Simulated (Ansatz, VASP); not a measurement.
## ZnS: VASP beside Ansatz

The input INCAR:

```
SYSTEM = ZnS
PREC = Accurate
ENCUT = 520
EDIFF = 1E-6
ISMEAR = 0
SIGMA = 0.05
LREAL = .False.
LASPH = .True.
NELM = 80
ALGO = Normal
ISIF = 2
LWAVE = .False.
LCHARG = .False.
GGA = PE
IVDW = 12
NBANDS = 16
```

File KPOINTS:

```
Automatic mesh
0
Gamma
  8 8 8
  0 0 0
```

File POSCAR:

```
ZnS
1.0
    0.0000000000      2.6698184140      2.6698184140
    2.6698184140      0.0000000000      2.6698184140
    2.6698184140      2.6698184140      0.0000000000
Zn S
1 1
Direct
    0.0000000000      0.0000000000      0.0000000000
    0.7500000000      0.7500000000      0.7500000000
```

Input for Ansatz:

```yaml
crystal:
  lattice:
    - [0.0, 2.669818414, 2.669818414]
    - [2.669818414, 0.0, 2.669818414]
    - [2.669818414, 2.669818414, 0.0]
  atoms:
    - { symbol: Zn, position: [0.0, 0.0, 0.0] }
    - { symbol: S, position: [0.75, 0.75, 0.75] }
basis:
  ecutwfc: 420
  ecutrho_ratio: 4
kpoints:
  mp_grid: { grid: [8, 8, 8] }
hamiltonian:
  xc: pbe
  dispersion: d3bj
scf:
  occupations: { method: gaussian, width: 0.05 }
output:
  forces: true
  stress: true
  eigenvalues: true
```

Alike in both runs: task single point; functional PBE; dispersion D3(BJ); k mesh 8 × 8 × 8; occupations gaussian, width 0.05 eV; no spin polarisation.

|  | VASP | Ansatz |
| --- | --- | --- |
| version | VASP 6.6.1 | Ansatz 0.2.0 |
| potentials or method | VASP PAW PBE potentials, release 64 (Zn, S), cutoff 520 eV | scalar-relativistic, plane waves, PAW |
| valence electrons in the cell | 18 | 18 |

Ansatz gave:

| Item | Value |
| --- | --- |
| gap on the k mesh at the Fermi level (eV) | 2.27 |
| least direct gap on the mesh (eV) | 2.27 |
| pressure (GPa) | 1.6 |

Question: What did VASP give for the same quantities?

Answer: gap on the k mesh at the Fermi level (eV): 2.27; least direct gap on the mesh (eV): 2.27; pressure (GPa): 1.8.
